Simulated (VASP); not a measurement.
A run of VASP 6.6.1 is set up as follows.

The input INCAR:

```
SYSTEM = HfCo
PREC = Accurate
ENCUT = 520
EDIFF = 1E-7
ISMEAR = -1
SIGMA = 0.1
LREAL = .False.
LASPH = .True.
NELM = 150
ALGO = Normal
ISIF = 2
LWAVE = .False.
LCHARG = .True.
ISPIN = 2
MAGMOM = 0 1.8
LORBIT = 11
LMAXMIX = 4
GGA = PS
LELF = .True.
LVHAR = .True.
NBANDS = 20
```

File KPOINTS:

```
regular mesh
0
Gamma
  10 10 10
  0 0 0
```

File POSCAR:

```
HfCo
1.0
    3.1640000000      0.0000000000      0.0000000000
    0.0000000000      3.1640000000      0.0000000000
    0.0000000000      0.0000000000      3.1640000000
Hf Co
1 1
Direct
    0.5000000000      0.5000000000      0.5000000000
    0.0000000000     -0.0316055626      0.0000000000
```

Potentials or basis: VASP PAW PBE potentials, release 64 (Hf_pv, Co).

Launch:

```console
$ cat potpaw_PBE.64/Hf_pv/POTCAR potpaw_PBE.64/Co/POTCAR > POTCAR
$ mpirun -np 1 vasp_std > vasp.out
```

(1) What does it give for the pressure?

(2) Estimate the net moment.

Results:

(1) -7.7 GPa.

(2) -0.60 μB per cell.

Caveat: the cell stands under tension; the PAW data sets were made with another functional, which shifts forces and pressure a little.
